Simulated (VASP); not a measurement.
# PtSe2 (P-3m1) in VASP: notebook

Runs on PtSe2. Level: PBE. Tasks: single point.

Program: VASP 6.6.1. These are calculated values, not measurements. Logs are shortened: lines on timing, memory, paths and dates and some standing lists are left out, and cuts for length are marked.

**1. The cell of the first run**

It takes space group P-3m1 (No. 164, trigonal). The conventional cell has a = 3.728 Å, b = 3.728 Å, c = 5.182 Å, α = 90.00°, β = 90.00°, γ = 120.00°. Pt (site symmetry -3m) has 6 Se at 2.52 Å within 3.3 Å. Within 3.4 Å of Se (site symmetry 3m) lie 3 Pt at 2.52 Å and 6 Se at 3.34 to 3.40 Å.

**2. Single point, PBE (z stretched by +3 %, then relaxed in part)**

INCAR

```
SYSTEM = PtSe2
  PREC = Accurate
  ENCUT = 520
  EDIFF = 1E-6
  ISMEAR = -1
  SIGMA = 0.05
  LREAL = .FALSE.
  LASPH = .TRUE.
  NELM = 80
  ALGO = Normal
  ISIF = 2
  LWAVE = .FALSE.
  LCHARG = .FALSE.
  GGA = PE
  NBANDS = 18
```

KPOINTS

```
Automatic mesh
0
G
  14 14 9
  0 0 0
```

POSCAR

```
PtSe2
1.0
    3.7278000000      0.0000000000      0.0000000000
   -1.8639000000      3.2283695002      0.0000000000
    0.0000000000      0.0000000000      5.1822390000
Pt Se
1 2
Direct
    0.0000000000      0.0000000000      0.0000000000
    0.3333333333      0.6666666667      0.2537404033
    0.6666666667      0.3333333333      0.7462595967
```

Potentials or basis: VASP PAW PBE potentials, release 64 (Pt, Se).

On the command line:

```console
$ cat potpaw_PBE.64/Pt/POTCAR potpaw_PBE.64/Se/POTCAR > POTCAR
$ mpirun -np 1 vasp_std > vasp.out
```

OUTCAR:

```text
SYSTEM = PtSe2
   PREC = Accurate
   ENCUT = 520
   EDIFF = 1E-6
   ISMEAR = -1
   LREAL = .FALSE.
   LASPH = .TRUE.
   NELM = 80
   ISIF = 2
   GGA = PE

 ion  position               nearest neighbor table
   1  0.000  0.000  0.000-   2 2.52   3 2.52   2 2.52   3 2.52   3 2.52   2 2.52
   2  0.333  0.667  0.254-   1 2.52   1 2.52   1 2.52
   3  0.667  0.333  0.746-   1 2.52   1 2.52   1 2.52

  LATTYP: Found a hexagonal cell.
 ALAT       =     3.7278000000
 C/A-ratio  =     1.3901601481

  Lattice vectors:

 A1 = (   3.7278000000,   0.0000000000,   0.0000000000)
 A2 = (  -1.8639000000,   3.2283695002,   0.0000000000)
 A3 = (   0.0000000000,   0.0000000000,   5.1822390000)

Analysis of symmetry for initial positions (statically):
=====================================================================
 Subroutine PRICEL returns:
 Original cell was already a primitive cell.

 Routine SETGRP: Setting up the symmetry group for a
 hexagonal supercell.

 Subroutine GETGRP returns: Found 12 space group operations
 (whereof 12 operations were pure point group operations)
 out of a pool of 24 trial point group operations.

The static configuration has the point symmetry D_3d.

Analysis of symmetry for dynamics (positions and initial velocities):
=====================================================================
 Subroutine PRICEL returns:
 Original cell was already a primitive cell.

 Routine SETGRP: Setting up the symmetry group for a
 hexagonal supercell.

 Subroutine GETGRP returns: Found 12 space group operations
 (whereof 12 operations were pure point group operations)
 out of a pool of 24 trial point group operations.

The dynamic configuration has the point symmetry D_3d.

 Subroutine INISYM returns: Found 12 space group operations
 (whereof 12 operations are pure point group operations),
 and found     1 'primitive' translations

----------------------------------------------------------------------------------------

                                     Primitive cell

  volume of cell :      62.3668

  direct lattice vectors                    reciprocal lattice vectors
     3.727800000  0.000000000  0.000000000     0.268254735  0.154876943  0.000000000
    -1.863900000  3.228369500  0.000000000     0.000000000  0.309753887  0.000000000
     0.000000000  0.000000000  5.182239000     0.000000000  0.000000000  0.192966785

  length of vectors
     3.727800000  3.727800000  5.182239000     0.309753887  0.309753887  0.192966785

  position of ions in fractional coordinates (direct lattice)
     0.000000000  0.000000000  0.000000000
     0.333333333  0.666666667  0.253740403
     0.666666667  0.333333333  0.746259597

  ion indices of the primitive-cell ions
   primitive index   ion index
                 1           1
                 2           2
                 3           3

----------------------------------------------------------------------------------------

 KPOINTS: Automatic mesh

Automatic generation of k-mesh.
 Grid dimensions read from file:
 generate k-points for:   14   14    9

 Generating k-lattice:

  Cartesian coordinates                     Fractional coordinates (reciprocal lattice)
     0.019161052  0.011062639  0.000000000     0.071428571 -0.000000000  0.000000000
     0.000000000  0.022125278  0.000000000     0.000000000  0.071428571  0.000000000
     0.000000000  0.000000000  0.021440754     0.000000000  0.000000000  0.111111111

  Length of vectors
     0.022125278  0.022125278  0.021440754

  Shift w.r.t. Gamma in fractional coordinates (k-lattice)
     0.000000000  0.000000000  0.000000000

 Subroutine IBZKPT returns following result:
 ===========================================

 Found    184 irreducible k-points:

 Following reciprocal coordinates:
            Coordinates               Weight
  0.000000  0.000000  0.000000      1.000000
  0.071429 -0.000000  0.000000      6.000000
  0.142857 -0.000000  0.000000      6.000000
  0.214286  0.000000  0.000000      6.000000
  0.285714  0.000000  0.000000      6.000000
  0.357143  0.000000  0.000000      6.000000
[... 16 lines left out ...]
  0.285714  0.285714  0.000000      6.000000
  0.357143  0.285714  0.000000      6.000000
 [... further k-points ...]
   k-points           NKPTS =    184   k-points in BZ     NKDIM =    184   number of bands    NBANDS=     18
   number of dos      NEDOS =    301   number of ions     NIONS =      3
   total plane-waves  NPLWV =  31360
   dimension x,y,z NGX =    28 NGY =   28 NGZ =   40
   dimension x,y,z NGXF=    56 NGYF=   56 NGZF=   80
   ions per type =               1   2
   NGX,Y,Z   is equivalent  to a cutoff of  12.49, 12.49, 12.83 a.u.
   NGXF,Y,Z  is equivalent  to a cutoff of  24.97, 24.97, 25.66 a.u.
 SYSTEM =  PtSe2
   PREC   = accura    normal or accurate (medium, high low for compatibility)
   ISTART =      0    job   : 0-new  1-cont  2-samecut
   ICHARG =      2    charge: 1-file 2-atom 10-const
   ISPIN  =      1    spin polarized calculation?
   LNONCOLLINEAR =      F non collinear calculations
   LSORBIT =      F    spin-orbit coupling
   LASPH  =      T    aspherical Exc in radial PAW
   ENCUT  =  520.0 eV  38.22 Ry    6.18 a.u.   6.93  6.93  9.64*2*pi/ulx,y,z
   NELM   =     80;   NELMIN=  2; NELMDL= -5     # of ELM steps
   EDIFF  = 0.1E-05   stopping-criterion for ELM
   LREAL  =      F    real-space projection
   EDIFFG = 0.1E-04   stopping-criterion for IOM
   NSW    =      0    number of steps for IOM
   IBRION =     -1    ionic relax: 0-MD 1-quasi-New 2-CG
   NFREE  =      0    steps in history (QN), initial steepest desc. (CG)
   ISIF   =      2    stress and relaxation
   ISYM   =      2    0-nonsym 1-usesym 2-fastsym
   POTIM  = 0.5000    time-step for ionic-motion
   TEBEG  =    0.0;   TEEND  =   0.0 temperature during run
   PSTRESS=    0.0 pullay stress
   NELECT =      22.0000    total number of electrons
   NUPDOWN=      -1.0000    fix difference up-down
   EMIN   =  10.00;   EMAX   =-10.00  energy-range for DOS
   EFERMI =   0.00;   METHOD = LEGACY
   ISMEAR =    -1;   SIGMA  =   0.05  broadening in eV -4-tet -1-fermi 0-gaus
   EFERMI_NEDOS =   21; number of points for ismear=-14 and -15
   IALGO  =     38    algorithm
   IMIX   =      4    mixing-type and parameters
     AMIX     =   0.40;   BMIX     =  1.00
     AMIX_MAG =   1.60;   BMIX_MAG =  1.00
  volume/ion in A,a.u.               =      20.79       140.29
  Fermi-wavevector in a.u.,A,eV,Ry     =   1.156728  2.185899 18.204867  1.338020
  Thomas-Fermi vector in A             =   2.293346
   LORBIT       =      0    0 simple, 1 ext, 2 COOP (PROOUT), +10 PAW based schemes
   GGA     = PE    functional components
   LHFCALC =     F    Hartree Fock is set to
   AEXX    =    0.0000 exact exchange contribution
   IVDW    =     0    specifies the selected vdW correction
   LEPSILON=     F    determine dielectric tensor
   LRPA    =     F    only Hartree local field effects (RPA)
 non-spin polarized calculation
  energy-cutoff  :      520.00
  volume of cell :       62.37
 maximum number of plane-waves:      1693
   NGX = 13   NGY = 13   NGZ = 19

 number of electron      21.9999996 magnetization

 Free energy of the ion-electron system (eV)
  ---------------------------------------------------
  ext. energy  EPLUGINS =         0.00000000
  ---------------------------------------------------
  free energy    TOTEN  =       -14.23869219 eV

  energy without entropy =      -14.23343329  energy(sigma->0) =      -14.23606274

 E-fermi :   6.1627     XC(G=0): -10.5160

 val. band max:        6.1532743731   @ k =   0.0714  -0.0000   0.1111
 cond. band min:       6.1755574568   @ k =  -0.0714   0.3571   0.2222
 fundamental gap:      0.0222830837
 Fermi energy:         6.1626876411

 k-point     1 :       0.0000    0.0000    0.0000
  band No.  band energies     occupation
      1      -9.2491      2.00000
      2      -6.6919      2.00000
      3      -0.8441      2.00000
      4       0.0374      2.00000
      5       0.0374      2.00000
      6       2.3323      2.00000
[... 10 lines left out ...]
     17      13.5844      0.00000
     18      18.0910      0.00000

 k-point     2 :       0.0714   -0.0000    0.0000
  band No.  band energies     occupation
      1      -9.1935      2.00000
      2      -6.7108      2.00000
      3      -0.7753      2.00000
      4       0.0688      2.00000
      5       0.0721      2.00000
      6       2.2592      2.00000
[... 10 lines left out ...]
     17      13.7708      0.00000
     18      16.9714      0.00000

 k-point     3 :       0.1429   -0.0000    0.0000
  band No.  band energies     occupation
      1      -9.0311      2.00000
      2      -6.7650      2.00000
      3      -0.5759      2.00000
      4       0.1654      2.00000
      5       0.1692      2.00000
      6       1.9902      2.00000
[... 10 lines left out ...]
     17      14.2467      0.00000
     18      15.6073      0.00000

 k-point     4 :       0.2143    0.0000    0.0000
  band No.  band energies     occupation
      1      -8.7750      2.00000
      2      -6.8481      2.00000
      3      -0.2771      2.00000
      4       0.3068      2.00000
      5       0.3355      2.00000
      6       1.4405      2.00000
[... 375 lines left out ...]
      4       0.2979      2.00000
      5       0.7629      2.00000
      6       1.3592      2.00000
[... 10 lines left out ...]
     17      15.3563      0.00000
     18      16.0069      0.00000

 k-point    23 :       0.2857    0.2857    0.0000
  band No.  band energies     occupation
      1      -7.5064      2.00000
      2      -7.2448      2.00000
      3      -0.4626      2.00000
      4       0.3579      2.00000
      5       0.3733      2.00000
      6       1.5032      2.00000
[... 10 lines left out ...]
     17      15.1668      0.00000
     18      15.9103      0.00000

 k-point    24 :       0.3571    0.2857    0.0000
  band No.  band energies     occupation
      1      -7.3806      2.00000
      2      -7.3146      2.00000
      3      -0.5099      2.00000
      4       0.2441      2.00000
      5       0.3622      2.00000
      6       1.5064      2.00000
[... 10 lines left out ...]
     17      15.0230      0.00000
     18      16.5000      0.00000

 [... further k-points ...]

------------------------ aborting loop because EDIFF is reached ----------------------------------------

  FORCE on cell =-STRESS in cart. coord.  units (eV):
  Direction    XX          YY          ZZ          XY          YZ          ZX
  --------------------------------------------------------------------------------------
  -------------------------------------------------------------------------------------
  Total        1.5783625      1.5783625      0.6721703      0.0000000      0.0000000     -0.0000000
  in kB       40.5474968     40.5474968     17.2677850      0.0000000      0.0000000     -0.0000000
  external PRESSURE =      32.7875929 kB  Pullay stress =       0.0000000 kB

 VOLUME and BASIS-vectors are now :
 -----------------------------------------------------------------------------
  energy-cutoff  :      520.00
  volume of cell :       62.37
      direct lattice vectors                 reciprocal lattice vectors
     3.727800000  0.000000000  0.000000000     0.268254735  0.154876943  0.000000000
    -1.863900000  3.228369500  0.000000000     0.000000000  0.309753887  0.000000000
     0.000000000  0.000000000  5.182239000     0.000000000  0.000000000  0.192966785

 POSITION                                       TOTAL-FORCE (eV/Angst)
 -----------------------------------------------------------------------------------
      0.00000      0.00000      0.00000        -0.000000      0.000000      0.000000
     -0.00000      2.15225      1.31494         0.000000     -0.000000     -0.007064
      1.86390      1.07612      3.86730        -0.000000      0.000000      0.007064
 -----------------------------------------------------------------------------------
    total drift:                               -0.000000     -0.000000     -0.000000

  FREE ENERGIE OF THE ION-ELECTRON SYSTEM (eV)
  ---------------------------------------------------
  free  energy   TOTEN  =       -14.2386921937 eV

  energy  without entropy=      -14.2334332915  energy(sigma->0) =      -14.23606274
```

Run time: 60 s. Hardware: 1 thread of Intel Xeon 6975P-C (Granite Rapids), shared host; peak memory 0.33 GiB.

Results:

```yaml
Free_energy: -14.2387 eV
Pressure: 3.3 GPa
Largest_force: 0.007 eV/Å
Band_gap_on_the_k_mesh: zero (bands 11 and 12 overlap by 0.45 eV)
```

Forces on the atoms (eV/Å):
```
Pt   0.000  0.000  0.000
Se   0.000  0.000 -0.007
Se   0.000  0.000  0.007
```

Levels at points of the mesh, in eV from the Fermi level:
```csv
k point,band 9,band 10,band 11,band 12,band 13,band 14
"(0.00, 0.00, 0.00)",-0.95,-0.95,0.38,1.42,1.42,3.78
"(0.50, 0.00, 0.00)",-3.28,-3.25,-2.88,0.64,2.23,4.78
```

Caveat: the cell differs from its parent crystal (z stretched by +3 %, then relaxed in part); the cell stands under pressure; spin-orbit coupling is left out, which moves the levels of the heavy elements.

**3. Single point, PBE (20.99 Å³/atom)**

This run uses another cell than the first one, of 20.99 Å³/atom.

INCAR

```
PREC = Accurate
ENCUT = 520
EDIFF = 1E-7
ISMEAR = -1
SIGMA = 0.05
LREAL = False
LASPH = True
NELM = 80
ALGO = Normal
ISIF = 2
LWAVE = False
LCHARG = False
GGA = PE
NBANDS = 18
```

KPOINTS

```
regular mesh
0
Gamma
  14 14 9
```

POSCAR

```
PtSe2
1.0
    3.7768556256      0.0000000000      0.0000000000
   -1.8884278128      3.2708529181      0.0000000000
    0.0000000000      0.0000000000      5.0975089084
Pt Se
1 2
Direct
    0.0000000000      0.0000000000      0.0000000000
    0.3333333333      0.6666666667      0.2526425239
    0.6666666667      0.3333333333      0.7473574761
```

Potentials or basis: VASP PAW PBE potentials, release 64 (Pt, Se).

On the command line:

```console
$ cat potpaw_PBE.64/Pt/POTCAR potpaw_PBE.64/Se/POTCAR > POTCAR
$ mpirun -np 1 vasp_std > vasp.out
```

Wall time 3.6 min (1 thread of Intel Xeon 8259CL, shared host); peak memory 0.34 GiB.

It converged, with:

```
Free energy            : -14.2574 eV
Pressure               : 1.6 GPa
Largest force          : 0.012 eV/Å
Band gap on the k mesh : zero (bands 11 and 12 overlap by 0.50 eV)
```

Forces in eV/Å, atoms in the order of the input:
```
Pt   0.000  0.000  0.000
Se   0.000  0.000  0.012
Se   0.000  0.000 -0.012
```

Stress tensor (GPa, compression positive):
```
1.63 0.00 0.00
0.00 1.63 0.00
0.00 0.00 1.49
```

Levels at points of the mesh, in eV from the Fermi level:
| k point | band 8 | band 9 | band 10 | band 11 | band 12 | band 13 | band 14 | band 15 |
| --- | --- | --- | --- | --- | --- | --- | --- | --- |
| (0.00, 0.00, 0.00) | -2.47 | -1.01 | -1.01 | 0.45 | 1.35 | 1.35 | 3.67 | 3.93 |
| (0.50, 0.00, 0.00) | -3.38 | -3.30 | -3.23 | -2.87 | 0.61 | 2.23 | 4.71 | 5.86 |

Caveat: spin-orbit coupling is left out, which moves the levels of the heavy elements.

**4. Single point, PBE (21.39 Å³/atom)**

This run uses another cell than the first one, of 21.39 Å³/atom.

INCAR

```
PREC = Accurate ; ENCUT = 520
EDIFF = 1E-6 ; ISMEAR = -1
SIGMA = 0.05 ; LREAL = False
LASPH = True ; NELM = 80
ALGO = Normal ; ISIF = 2
LWAVE = False ; LCHARG = True
GGA = PE ; LELF = True
LVHAR = True ; NBANDS = 18
```

KPOINTS

```
Automatic mesh
0
Gamma
  14 14 9
```

POSCAR

```
PtSe2
1.0
    3.8009126794      0.0000000000      0.0000000000
   -1.9004563397      3.2916869379      0.0000000000
    0.0000000000      0.0000000000      5.1299779934
Pt Se
1 2
Direct
    0.0000000000      0.0000000000      0.0000000000
    0.3333333333      0.6666666667      0.2491000777
    0.6666666667      0.3333333333      0.7508999223
```

On the command line:

```console
$ cat potpaw_PBE.64/Pt/POTCAR potpaw_PBE.64/Se/POTCAR > POTCAR
$ mpirun -np 1 vasp_std > vasp.out
```

It took 3.7 min on 1 thread of Intel Xeon 8259CL, shared host; peak memory 0.35 GiB.

Results (log left out):

- Free energy: -14.2646 eV
- Pressure: 0.4 GPa
- Band gap on the k mesh: zero (bands 11 and 12 overlap by 0.45 eV)

Forces in eV/Å, atoms in the order of the input:
```
Pt   0.000  0.000  0.000
Se   0.000  0.000  0.002
Se   0.000  0.000 -0.002
```

Stress tensor (GPa, compression positive):
```
0.05 0.00 0.00
0.00 0.05 0.00
0.00 0.00 0.97
```

Levels at points of the mesh, in eV from the Fermi level:
```tsv
k point	band 7	band 8	band 9	band 10	band 11	band 12	band 13	band 14	band 15	band 16
(0.00, 0.00, 0.00)	-3.73	-2.40	-1.03	-1.03	0.38	1.37	1.37	3.71	3.82	7.26
(0.50, 0.00, 0.00)	-3.42	-3.35	-3.28	-3.22	-2.84	0.63	2.18	4.60	5.84	7.12
```

Caveat: spin-orbit coupling is left out, which moves the levels of the heavy elements.

**5. Summary**

```csv
cell,gap on the mesh (eV),pressure (GPa),largest force (eV/Å)
"a = 3.728, b = 3.728, c = 5.182 Å, angles 90.0, 90.0, 120.0°, 3 atoms, atomic positions A",none,3.3,0.01
"a = 3.777, b = 3.777, c = 5.098 Å, angles 90.0, 90.0, 120.0°, 3 atoms, atomic positions A",none,1.6,0.01
"a = 3.801, b = 3.801, c = 5.130 Å, angles 90.0, 90.0, 120.0°, 3 atoms, atomic positions B",none,0.4,-
```

Alike in all rows: task single point; level PBE; potentials or basis VASP PAW PBE potentials, release 64 (Pt, Se); no spin polarisation; k mesh 14 × 14 × 9; cutoff (eV) 520; smearing fermi-dirac 0.05 eV.

Caveats: spin-orbit coupling is left out, which moves the levels of the heavy elements; the cell stands under pressure (at least some runs).

Total energies depend on the potentials used, so only differences within one code and one set of settings carry meaning.
